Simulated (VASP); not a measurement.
# Ge2Sb2Te5 (P-3m1) in VASP: notebook, part 2 of 2

VASP 6.6.1. Earlier steps stand in the parts before.

## (4) Single point, PBE (29.96 Å³/atom)

This run uses another cell than the first one, of 29.96 Å³/atom.

Input file INCAR:

```
SYSTEM = Ge2Sb2Te5
  ALGO = Normal
  EDIFF = 1E-7
  ENCUT = 520
  GGA = PE
  ISIF = 2
  ISMEAR = 0
  LASPH = .TRUE.
  LCHARG = .FALSE.
  LREAL = .FALSE.
  LWAVE = .FALSE.
  NBANDS = 44
  NELM = 80
  PREC = Accurate
  SIGMA = 0.03
```

Input file KPOINTS:

```
k-points
0
G
  12 12 2
  0 0 0
```

Input file POSCAR:

```
Ge2Sb2Te5
1.0
    4.1019957524      0.0000000000      0.0000000000
   -2.0509978762      3.5524325278      0.0000000000
    0.0000000000      0.0000000000     18.5032824398
Ge Sb Te
2 2 5
Direct
    0.0000000000      0.0000000000      0.3313200918
    0.0000000000      0.0000000000      0.6686799082
    0.3333333333      0.6666666667      0.1120971408
    0.6666666667      0.3333333333      0.8879028592
    0.0000000000      0.0000000000      0.0000000000
    0.3333333333      0.6666666667      0.7914345914
    0.6666666667      0.3333333333      0.2085654086
    0.3333333333      0.6666666667      0.4096023866
    0.6666666667      0.3333333333      0.5903976134
```

Potentials or basis: VASP PAW PBE potentials, release 64 (Ge_d, Sb, Te).

Command:

```
$ cat potpaw_PBE.64/Ge_d/POTCAR potpaw_PBE.64/Sb/POTCAR potpaw_PBE.64/Te/POTCAR > POTCAR
$ mpirun -np 1 vasp_std > vasp.out
```

OUTCAR:

```text
SYSTEM = Ge2Sb2Te5
   EDIFF = 1E-7
   ENCUT = 520
   GGA = PE
   ISIF = 2
   ISMEAR = 0
   LASPH = .TRUE.
   LREAL = .FALSE.
   NELM = 80
   PREC = Accurate

 ion  position               nearest neighbor table
   1  0.000  0.000  0.331-   8 2.78   8 2.78   8 2.78   7 3.28   7 3.28   7 3.28
   2  0.000  0.000  0.669-   9 2.78   9 2.78   9 2.78   6 3.28   6 3.28   6 3.28
   3  0.333  0.667  0.112-   7 2.97   7 2.97   7 2.97   5 3.15   5 3.15   5 3.15
   4  0.667  0.333  0.888-   6 2.97   6 2.97   6 2.97   5 3.15   5 3.15   5 3.15
   5  0.000  0.000  0.000-   3 3.15   4 3.15   4 3.15   3 3.15   4 3.15   3 3.15
   6  0.333  0.667  0.791-   4 2.97   4 2.97   4 2.97   2 3.28   2 3.28   2 3.28
   7  0.667  0.333  0.209-   3 2.97   3 2.97   3 2.97   1 3.28   1 3.28   1 3.28
   8  0.333  0.667  0.410-   1 2.78   1 2.78   1 2.78
   9  0.667  0.333  0.590-   2 2.78   2 2.78   2 2.78

  LATTYP: Found a hexagonal cell.
 ALAT       =     4.1019957524
 C/A-ratio  =     4.5108000000

  Lattice vectors:

 A1 = (   4.1019957524,   0.0000000000,   0.0000000000)
 A2 = (  -2.0509978762,   3.5524325278,   0.0000000000)
 A3 = (   0.0000000000,   0.0000000000,  18.5032824398)

Analysis of symmetry for initial positions (statically):
=====================================================================
 Subroutine PRICEL returns:
 Original cell was already a primitive cell.

 Routine SETGRP: Setting up the symmetry group for a
 hexagonal supercell.

 Subroutine GETGRP returns: Found 12 space group operations
 (whereof 12 operations were pure point group operations)
 out of a pool of 24 trial point group operations.

The static configuration has the point symmetry D_3d.

Analysis of symmetry for dynamics (positions and initial velocities):
=====================================================================
[... 148 lines left out ...]
   LORBIT       =      0    0 simple, 1 ext, 2 COOP (PROOUT), +10 PAW based schemes
   GGA     = PE    functional components
   LHFCALC =     F    Hartree Fock is set to
   AEXX    =    0.0000 exact exchange contribution
   IVDW    =     0    specifies the selected vdW correction
   LEPSILON=     F    determine dielectric tensor
   LRPA    =     F    only Hartree local field effects (RPA)
 non-spin polarized calculation
 Gauss-broadening in eV      SIGMA  =   0.03
  energy-cutoff  :      520.00
  volume of cell :      269.63
 maximum number of plane-waves:      7316
 NGX is ok and might be reduce to    32
   NGX = 15   NGY = 15   NGZ = 69

 number of electron      67.9999984 magnetization

 Free energy of the ion-electron system (eV)
  ---------------------------------------------------
  ext. energy  EPLUGINS =         0.00000000
  ---------------------------------------------------
  free energy    TOTEN  =       -33.64202302 eV

  energy without entropy =      -33.64112372  energy(sigma->0) =      -33.64157337

 E-fermi :   6.6089     XC(G=0):  -9.4329

 val. band max:        6.6058473113   @ k =   0.3333   0.0000   0.5000
 cond. band min:       6.6189922160   @ k =   0.5000  -0.0000   0.0000
 fundamental gap:      0.0131449047
 Fermi energy:         6.6088921417

 k-point     1 :       0.0000    0.0000    0.0000
  band No.  band energies     occupation
      1     -18.3475      2.00000
      2     -18.3475      2.00000
      3     -18.3475      2.00000
      4     -18.3475      2.00000
      5     -18.3319      2.00000
      6     -18.3319      2.00000
[... 1117 lines left out ...]
     43       9.5192      0.00000
     44       9.6421      0.00000

 [... further k-points ...]

------------------------ aborting loop because EDIFF is reached ----------------------------------------

  FORCE on cell =-STRESS in cart. coord.  units (eV):
  Direction    XX          YY          ZZ          XY          YZ          ZX
  --------------------------------------------------------------------------------------
  -------------------------------------------------------------------------------------
  Total        6.2643021      6.2643021      2.6022194      0.0000000      0.0000000      0.0000000
  in kB       37.2231786     37.2231786     15.4626767      0.0000000      0.0000000      0.0000000
  external PRESSURE =      29.9696780 kB  Pullay stress =       0.0000000 kB

 VOLUME and BASIS-vectors are now :
 -----------------------------------------------------------------------------
  energy-cutoff  :      520.00
  volume of cell :      269.63
      direct lattice vectors                 reciprocal lattice vectors
     4.101995752  0.000000000  0.000000000     0.243783773  0.140748627  0.000000000
    -2.050997876  3.552432528  0.000000000     0.000000000  0.281497254  0.000000000
     0.000000000  0.000000000 18.503282440     0.000000000  0.000000000  0.054044465

 POSITION                                       TOTAL-FORCE (eV/Angst)
 -----------------------------------------------------------------------------------
      0.00000      0.00000      6.13051        -0.000000      0.000000     -0.186971
      0.00000      0.00000     12.37277         0.000000      0.000000      0.186971
     -0.00000      2.36829      2.07417        -0.000000     -0.000000     -0.167173
      2.05100      1.18414     16.42912        -0.000000      0.000000      0.167173
      0.00000      0.00000      0.00000        -0.000000      0.000000      0.000000
     -0.00000      2.36829     14.64414        -0.000000     -0.000000     -0.246629
      2.05100      1.18414      3.85914        -0.000000      0.000000      0.246629
     -0.00000      2.36829      7.57899        -0.000000     -0.000000      0.188641
      2.05100      1.18414     10.92429         0.000000      0.000000     -0.188641
 -----------------------------------------------------------------------------------
    total drift:                               -0.000000     -0.000000      0.000000

  FREE ENERGIE OF THE ION-ELECTRON SYSTEM (eV)
  ---------------------------------------------------
  free  energy   TOTEN  =       -33.6420230176 eV

  energy  without entropy=      -33.6411237184  energy(sigma->0) =      -33.64157337
```

stdout:

```text
POSCAR found type information on POSCAR GeSbTe
 POSCAR found :  3 types and       9 ions
 scaLAPACK will be used
 LDA part: xc-table for (Slater+PW92), standard interpolation
 POSCAR, INCAR and KPOINTS ok, starting setup
 FFT: planning ... GRIDC
 FFT: planning ... GRID_SOFT
 FFT: planning ... GRID
 WAVECAR not read
 entering main loop
```

Wall time 5.9 min (1 thread of Intel Xeon 6975P-C (Granite Rapids), shared host); peak memory 0.66 GiB.

Results:

* Free energy: -33.6420 eV
* Pressure: 3.0 GPa
* Largest force: 0.247 eV/Å
* Band gap on the k mesh: zero (bands 34 and 35 overlap by 0.22 eV)

Forces on the atoms (eV/Å):
```
Ge   0.000  0.000 -0.187
Ge   0.000  0.000  0.187
Sb   0.000  0.000 -0.167
Sb   0.000  0.000  0.167
Te   0.000  0.000  0.000
Te   0.000  0.000 -0.247
Te   0.000  0.000  0.247
Te   0.000  0.000  0.189
Te   0.000  0.000 -0.189
```

Levels at points of the mesh, in eV from the Fermi level:
```
           k point  band 32  band 33  band 34  band 35  band 36  band 37
(0.00, 0.00, 0.00)    -1.07    -0.95     0.21     0.25     0.33     0.33
(0.50, 0.00, 0.00)    -1.80    -1.50    -1.35     0.01     0.36     0.66
(0.00, 0.00, 0.50)    -1.32    -0.64     0.09     0.33     0.34     0.34
(0.50, 0.00, 0.50)    -2.25    -1.76    -0.86     0.04     0.41     0.60
```

Caveat: spin-orbit coupling is left out, which moves the levels of the heavy elements; this functional lacks dispersion, which binds the layers, so the pressure and a relaxed spacing across them are unreliable.

## (5) Single point, PBE (26.58 Å³/atom)

This run uses another cell than the first one, of 26.58 Å³/atom.

Input file INCAR:

```
SYSTEM = Ge2Sb2Te5
ALGO = Normal
EDIFF = 1E-6
ENCUT = 520
GGA = PE
ISIF = 2
ISMEAR = 0
LASPH = .TRUE.
LCHARG = .FALSE.
LREAL = .FALSE.
LWAVE = .FALSE.
NBANDS = 44
NELM = 60
PREC = Accurate
SIGMA = 0.03
```

KPOINTS is that of step 4.

POSCAR, as its differences from that of step 4:

```diff
@@ -2,5 +2,5 @@
 1.0
-    4.1019957524      0.0000000000      0.0000000000
-   -2.0509978762      3.5524325278      0.0000000000
-    0.0000000000      0.0000000000     18.5032824398
+    4.2737761270      0.0000000000      0.0000000000
+   -2.1368880635      3.7011986961      0.0000000000
+    0.0000000000      0.0000000000     15.1248937133
 Ge Sb Te
```

Command:

```
$ cat potpaw_PBE.64/Ge_d/POTCAR potpaw_PBE.64/Sb/POTCAR potpaw_PBE.64/Te/POTCAR > POTCAR
$ mpirun -np 1 vasp_std > vasp.out
```

It took 11 min on 1 thread of Intel Xeon 8259CL, shared host; peak memory 0.55 GiB.

It converged, with:

- Free energy: -32.0989 eV
- Pressure: 10.4 GPa
- Largest force: 1.240 eV/Å
- Band gap on the k mesh: zero (bands 34 and 35 overlap by 0.53 eV)

Forces in eV/Å, atoms in the order of the input:
```
Ge   0.000  0.000 -0.657
Ge   0.000  0.000  0.657
Sb   0.000  0.000 -0.425
Sb   0.000  0.000  0.425
Te   0.000  0.000  0.000
Te   0.000  0.000 -1.240
Te   0.000  0.000  1.240
Te   0.000  0.000  1.239
Te   0.000  0.000 -1.239
```

Stress tensor (GPa, compression positive):
```
 9.72  0.00  0.00
 0.00  9.72  0.00
 0.00  0.00 11.85
```

Levels at points of the mesh, in eV from the Fermi level:
| k point | band 32 | band 33 | band 34 | band 35 | band 36 | band 37 |
| --- | --- | --- | --- | --- | --- | --- |
| (0.00, 0.00, 0.00) | -1.38 | -1.33 | -0.72 | -0.38 | -0.38 | 0.51 |
| (0.50, 0.00, 0.00) | -1.84 | -1.11 | -0.06 | 0.78 | 1.16 | 1.74 |
| (0.00, 0.00, 0.50) | -1.36 | -1.34 | -0.74 | -0.30 | -0.30 | 0.57 |
| (0.50, 0.00, 0.50) | -1.72 | -1.18 | -0.17 | 0.27 | 0.87 | 1.81 |

Caveat: the cell stands under pressure; spin-orbit coupling is left out, which moves the levels of the heavy elements; forces of over 1 eV/Å act on the atoms, so gaps and moduli don't describe the material at rest.

## (6) Overview

| cell | gap on the mesh (eV) | pressure (GPa) | largest force (eV/Å) |
| --- | --- | --- | --- |
| a = 3.943, b = 3.943, c = 18.898 Å, angles 90.0, 90.0, 120.0°, 9 atoms | none | 6.6 | 0.63 |
| a = 4.106, b = 4.106, c = 17.430 Å, angles 90.0, 90.0, 120.0°, 9 atoms | none | 6.6 | 0.84 |
| a = 4.102, b = 4.102, c = 18.503 Å, angles 90.0, 90.0, 120.0°, 9 atoms | none | 3.0 | 0.25 |
| a = 4.274, b = 4.274, c = 15.125 Å, angles 90.0, 90.0, 120.0°, 9 atoms | none | 10.4 | 1.24 |

Alike in all rows: task single point; level PBE; potentials or basis VASP PAW PBE potentials, release 64 (Ge_d, Sb, Te); no spin polarisation; k mesh 12 × 12 × 2; cutoff (eV) 520; smearing gaussian 0.03 eV.

Caveats: spin-orbit coupling is left out, which moves the levels of the heavy elements; the cell stands under pressure (at least some runs); this functional lacks dispersion, which binds the layers, so the pressure and a relaxed spacing across them are unreliable (at least some runs); forces of over 1 eV/Å act on the atoms, so gaps and moduli don't describe the material at rest (at least some runs).

Total energies depend on the potentials used, so only differences within one code and one set of settings carry meaning.
